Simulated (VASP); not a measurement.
Input of a VASP 6.6.1 run:

INCAR

```
PREC = Accurate ; ENCUT = 520
EDIFF = 1E-6 ; ISMEAR = 0
SIGMA = 0.05 ; LREAL = False
LASPH = True ; NELM = 80
ALGO = Normal ; ISIF = 2
LWAVE = False ; LCHARG = False
GGA = PE ; NBANDS = 18
```

KPOINTS

```
Automatic mesh
0
Gamma
  8 8 8
```

File POSCAR:

```
HfO2
1.0
    0.0000000000      2.4850856172      2.4850856172
    2.4850856172      0.0000000000      2.4850856172
    2.4850856172      2.4850856172      0.0000000000
Hf O
1 2
Direct
    0.0000000000      0.0000000000      0.0000000000
    0.2500000000      0.2500000000      0.2500000000
    0.7500000000      0.7500000000      0.7500000000
```

Potentials or basis: VASP PAW PBE potentials, release 64 (Hf_pv, O).

Launch:

```console
$ cat potpaw_PBE.64/Hf_pv/POTCAR potpaw_PBE.64/O/POTCAR > POTCAR
$ mpirun -np 1 vasp_std > vasp.out
```

Problem. What does it give for the band gap on the k mesh?

Solution. 3.96 eV, direct.

Problem. What does it give for the pressure?

Solution. 17.6 GPa.

Caveat: the cell differs from its parent crystal (strain -0.025 along x and y, -0.025 along z); spin-orbit coupling is left out, which moves the levels of the heavy elements. A k mesh can miss the band edges.
